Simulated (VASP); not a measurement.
SrB2:

```
Sr B
1.0
     3.41728    0.00000    0.00000
    -1.70864    2.95945    0.00000
     0.00000    0.00000    3.91312
Sr B
1 2
Direct
  0.00000 0.00000 0.00000
  0.66667 0.33333 0.50000
  0.33333 0.66667 0.50000
```

| Quantity | Value |
| --- | --- |
| Program | VASP 6.6.1 |
| Task | relaxation of cell and atoms |
| Functional | PBE |
| Potentials or basis | VASP PAW PBE potentials, release 64 (Sr_sv, B) |
| Cutoff | 600 eV |
| k mesh | 12 × 12 × 12 |
| Occupations | gaussian, width 0.1 eV |
| Spin | no spin polarisation |

At the start: pressure 8.4 GPa; volume 13.19 Å³/atom.

Where does the relaxation end?

Over 7 steps the energy falls by 145.7 meV/atom and the volume is 13.98 Å³/atom (+6.0 %); space group P6/mmm (No. 191, to 0.1 Å) before and after.

The path:
```tsv
step	energy change (eV)	largest force (eV/Å)	pressure (GPa)	volume (Å³)
1	0.0000	0.0000	8.40	39.57
2	-0.3938	0.0000	-3.11	43.49
3	-0.3967	0.0000	-4.09	43.94
4	-0.4367	0.0000	-0.32	42.04
5	-0.4367	0.0000	-0.34	42.08
6	-0.4367	0.0000	-0.43	42.11
7	-0.4372	0.0000	-0.05	41.94
```

Final structure:
```
CELL_PARAMETERS angstrom
3.31069 0.00000 0.00000
-1.65534 2.86714 0.00000
0.00000 0.00000 4.41870
ATOMIC_POSITIONS crystal
Sr 0.00000 0.00000 0.00000
B 0.66667 0.33333 0.50000
B 0.33333 0.66667 0.50000
```
